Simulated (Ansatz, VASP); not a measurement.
# Two plane-wave programs on Se

```
Se
1.0
     3.13603    0.00000    0.00000
    -1.56802    2.71588    0.00000
     0.00000    0.00000   10.24227
Se
4
Direct
  0.00000 0.00000 0.00000
  0.00000 0.00000 0.50000
  0.33333 0.66667 0.25000
  0.66667 0.33333 0.75000
```

Alike in both runs: task relaxation of cell and atoms; functional r2SCAN; k mesh 12 × 12 × 3; occupations fermi-dirac, width 0.1 eV; no spin polarisation.

|  | VASP | Ansatz |
| --- | --- | --- |
| version | VASP 6.6.1 | Ansatz 0.2.0 |
| potentials or method | VASP PAW PBE potentials, release 64 (Se), cutoff 600 eV | plane waves (500 eV) with PAW, scalar-relativistic |
| valence electrons in the cell | 24 | 64 |

Ansatz gave:

```
relaxed volume (Å³/atom)                                        : 22.34
relaxed length of the cell vector where the two differ most in proportion (Å) : 3.770
```

Problem. What did VASP give for the same quantities?

Solution. Relaxed volume (Å³/atom): 22.32; relaxed length of the cell vector where the two differ most in proportion (Å): 3.768.

VASP's potentials were made for PBE, not for r2SCAN. VASP's potentials hold 24 valence electrons a cell and Ansatz's 64, so a difference there can come from the potentials and not from the codes.
